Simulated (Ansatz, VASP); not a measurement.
# SnO2 in VASP and in Ansatz

The input INCAR:

```
SYSTEM = SnO2
ALGO = Normal ; EDIFF = 1E-6
ENCUT = 520 ; GGA = CA
ISIF = 2 ; ISMEAR = 0
LASPH = .True. ; LCHARG = .False.
LREAL = .False. ; LWAVE = .False.
NBANDS = 64 ; NELM = 100
PREC = Accurate ; SIGMA = 0.05
```

KPOINTS

```
k-points
0
Gamma
  6 6 6
  0 0 0
```

The input POSCAR:

```
SnO2
1.0
    3.5369415950      2.0420541820      3.7592973232
   -3.5369415950      2.0420541820      3.7592973232
    0.0000000000     -4.0841083639      3.7592973233
Sn O
4 8
Direct
    0.8645353782      0.8645353782      0.8645353782
    0.3648691645      0.3648691645      0.8648751974
    0.3648691645      0.8648751974      0.3648691645
    0.8648751974      0.3648691645      0.3648691645
    0.1199116729      0.6196051221      0.6196051221
    0.6196051221      0.1199116729      0.6196051221
    0.6196051221      0.6196051221      0.1199116729
    0.6099370359      0.6099370359      0.6099370359
    0.1198492242      0.1198492242      0.1198492242
    0.1096932183      0.1096932183      0.6100024814
    0.1096932183      0.6100024814      0.1096932183
    0.6100024814      0.1096932183      0.1096932183
```

Input for Ansatz:

```yaml
crystal:
  lattice:
    - [3.536941595, 2.042054182, 3.7592973232]
    - [-3.536941595, 2.042054182, 3.7592973232]
    - [0.0, -4.0841083639, 3.7592973233]
  atoms:
    - { symbol: Sn, position: [0.8645353782, 0.8645353782, 0.8645353782] }
    - { symbol: Sn, position: [0.3648691645, 0.3648691645, 0.8648751974] }
    - { symbol: Sn, position: [0.3648691645, 0.8648751974, 0.3648691645] }
    - { symbol: Sn, position: [0.8648751974, 0.3648691645, 0.3648691645] }
    - { symbol: O, position: [0.1199116729, 0.6196051221, 0.6196051221] }
    - { symbol: O, position: [0.6196051221, 0.1199116729, 0.6196051221] }
    - { symbol: O, position: [0.6196051221, 0.6196051221, 0.1199116729] }
    - { symbol: O, position: [0.6099370359, 0.6099370359, 0.6099370359] }
    - { symbol: O, position: [0.1198492242, 0.1198492242, 0.1198492242] }
    - { symbol: O, position: [0.1096932183, 0.1096932183, 0.6100024814] }
    - { symbol: O, position: [0.1096932183, 0.6100024814, 0.1096932183] }
    - { symbol: O, position: [0.6100024814, 0.1096932183, 0.1096932183] }
basis:
  ecutwfc: 520.0
kpoints:
  mp_grid: { grid: [6, 6, 6] }
hamiltonian:
  xc: lda
  pseudopotentials: { kind: paw, azcp: { folder: soft_1 } }
scf:
  occupations: { method: gaussian, width: 0.05 }
output:
  forces: true
  stress: true
  eigenvalues: true
```

Alike in both runs: task single point; functional LDA; k mesh 6 × 6 × 6; occupations gaussian, width 0.05 eV; no spin polarisation.

```csv
,VASP,Ansatz
version,VASP 6.6.1,Ansatz 0.2.0
potentials or method,"VASP PAW LDA potentials, release 64 (Sn_d, O), cutoff 520 eV","scalar-relativistic, plane waves, PAW"
valence electrons in the cell,104,104
```

VASP gave:

| Item | Value |
| --- | --- |
| pressure (GPa) | -23.3 |
| traceless stress, the component that is largest in VASP (GPa) | 10.24 |
| rms of the force components (eV/Å) | 0.220 |

Task: Which values does Ansatz return?

Result: Pressure (GPa): -23.8; traceless stress, the component that is largest in VASP (GPa): 10.77; rms of the force components (eV/Å): 0.239.

Ansatz warns that its potentials were made for another functional, while VASP's fit it. LDA's correlation is that of Perdew and Zunger in VASP and of Perdew and Wang (1992) in Ansatz. Atom by atom the forces differ by 0.019 eV/Å (rms over components).
